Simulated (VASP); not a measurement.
Write the native input for VASP 6.6.1 that does the following.

- Task: single point
- Functional: PBE
- Potentials or basis: VASP PAW PBE potentials, release 64 (Fe)
- Cutoff: 520 eV
- k mesh: 22 × 22 × 22
- Occupations: fermi-dirac, width 0.1 eV
- Spin: collinear spin, ferromagnetic start
- Starting moments: [2.5] μB
- Dipole correction: no
- Further INCAR settings: ALGO = Normal; EDIFF = 1e-06; NBANDS = 14

The structure of Fe lies in POSCAR:

```
Fe
1.0
   -1.1929865226      1.1929865226      1.1929865226
    1.1929865226     -1.1929865226      1.1929865226
    1.1929865226      1.1929865226     -1.1929865226
Fe
1
Direct
    0.0000000000      0.0000000000      0.0000000000
```

These files were run (other wordings do the same):

INCAR

```
PREC = Accurate ; ENCUT = 520
EDIFF = 1E-6 ; ISMEAR = -1
SIGMA = 0.1 ; LREAL = F
LASPH = T ; NELM = 150
ALGO = Normal ; ISIF = 2
LWAVE = F ; LCHARG = F
ISPIN = 2 ; MAGMOM = 2.5
LORBIT = 11 ; LMAXMIX = 4
GGA = PE ; NBANDS = 14
```

KPOINTS

```
regular mesh
0
Gamma
  22 22 22
```

Potentials or basis: VASP PAW PBE potentials, release 64 (Fe).

Command:

```bash
$ cat potpaw_PBE.64/Fe/POTCAR > POTCAR
$ mpirun -np 1 vasp_std > vasp.out
```

Results of the run:

| Item | Value |
| --- | --- |
| Pressure | 320.9 GPa |
| Net moment | 0.90 μB per cell |
| Site moments | Fe +0.85 μB |

Caveat: the cell stands under pressure.

Run time: 72 s on 1 thread of Intel Xeon 8259CL, with other jobs on the host, peak memory 0.16 GiB.
